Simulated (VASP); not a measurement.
Write the native input for VASP 6.6.1 that does the following.

```
Task                   : relaxation of cell and atoms
Functional             : PBEsol
Potentials or basis    : VASP PAW PBE potentials, release 64 (Ir)
Cutoff                 : 600 eV
k mesh                 : 20 × 20 × 20
Occupations            : fermi-dirac, width 0.1 eV
Spin                   : no spin polarisation
Dipole correction      : no
Further INCAR settings : ALGO = Normal; EDIFF = 1e-06; IBRION = 2; EDIFFG = -0.002; NSW = 100; ISIF = 3
```

The structure of Ir lies in POSCAR:

```
Ir
1.0
    0.0000000000      1.9156000000      1.9156000000
    1.9156000000      0.0000000000      1.9156000000
    1.9156000000      1.9156000000      0.0000000000
Ir
1
Direct
    0.0000000000      0.0000000000      0.0000000000
```

The input as run:

INCAR

```
PREC     = Accurate       # precision mode
ENCUT    = 600            # plane-wave cutoff, eV
EDIFF    = 1E-6           # SCF threshold, eV
ISMEAR   = -1             # smearing method
SIGMA    = 0.1            # smearing width, eV
LREAL    = F              # projectors in reciprocal space
LASPH    = T              # aspherical terms in the spheres
NELM     = 100            # most SCF steps
ALGO     = Normal         # electronic algorithm
ISIF     = 3              # what is computed and relaxed
LWAVE    = F              # write WAVECAR
LCHARG   = F              # write CHGCAR
GGA      = PS             # functional
IBRION   = 2              # ionic algorithm
NSW      = 100            # ionic steps
EDIFFG   = -0.002         # ionic threshold
```

KPOINTS

```
regular mesh
0
Gamma
  20 20 20
```

Potentials or basis: VASP PAW PBE potentials, release 64 (Ir).

The run is started by

```sh
$ cat potpaw_PBE.64/Ir/POTCAR > POTCAR
$ mpirun -np 1 vasp_std > vasp.out
```

Results of the run:

```yaml
Relaxed_volume: 14.09 Å³/atom
Relaxed_cell: a = 2.711 Å, b = 2.711 Å, c = 2.711 Å, α = 60.00°, β = 60.00°, γ = 60.00°
Space_group_after_relaxing_to_0.05_Å: Fm-3m (No. 225)
Energy_gained_by_relaxing: 0.1 meV/atom
Ionic_steps: 3
Pressure_after_relaxing: 0.0 GPa
```

Caveat: the PAW data sets were made with another functional, which shifts forces and pressure a little.

It took 38 s on 1 thread of Intel(R) Xeon(R) Platinum 8488C (Sapphire Rapids), on a shared host, peak memory 0.18 GiB.
